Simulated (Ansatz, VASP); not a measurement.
## SnTe: VASP beside Ansatz

The input INCAR:

```
PREC = Accurate
ENCUT = 520
EDIFF = 1E-7
ISMEAR = -1
SIGMA = 0.08
LREAL = F
LASPH = T
NELM = 60
ALGO = Normal
ISIF = 2
LWAVE = F
LCHARG = F
GGA = CA
NBANDS = 17
```

The input KPOINTS:

```
regular mesh
0
Gamma
  11 11 11
```

The input POSCAR:

```
SnTe
1.0
    0.0000000000      3.2082551003      3.2082551003
    3.2082551003      0.0000000000      3.2082551003
    3.2082551003      3.2082551003      0.0000000000
Sn Te
1 1
Direct
    0.0000000000      0.0000000000      0.0000000000
    0.5000000000      0.5000000000      0.5000000000
```

Input for Ansatz:

```yaml
crystal:
  lattice:
    - [0.0, 3.2082551003, 3.2082551003]
    - [3.2082551003, 0.0, 3.2082551003]
    - [3.2082551003, 3.2082551003, 0.0]
  atoms:
    - { symbol: Sn, position: [0.0, 0.0, 0.0] }
    - { symbol: Te, position: [0.5, 0.5, 0.5] }
kpoints:
  mp_grid: { grid: [11, 11, 11] }
scf:
  occupations: { method: fermi_dirac, width: 0.08 }
hamiltonian:
  xc: lda
  pseudopotentials: { kind: all_electron, lapw: { basis_error: 0.00025 } }
output:
  forces: true
  stress: true
  eigenvalues: true
```

Change from the starting cell: volume scaled by 1.05.

Alike in both runs: task single point; functional LDA; k mesh 11 × 11 × 11; occupations fermi-dirac, width 0.08 eV; no spin polarisation.

|  | VASP | Ansatz |
| --- | --- | --- |
| version | VASP 6.6.1 | Ansatz 0.2.0 |
| potentials or method | VASP PAW LDA potentials, release 64 (Sn_d, Te), cutoff 520 eV | all-electron LAPW, scalar-relativistic |

```csv
,VASP,Ansatz,Ansatz less VASP
pressure (GPa),-3.6,-3.6,0.00
```

LDA's correlation is that of Perdew and Zunger in VASP and of Perdew and Wang (1992) in Ansatz. Ansatz ran all-electron here, and VASP with PAW potentials.

Neither program's run includes spin-orbit coupling.
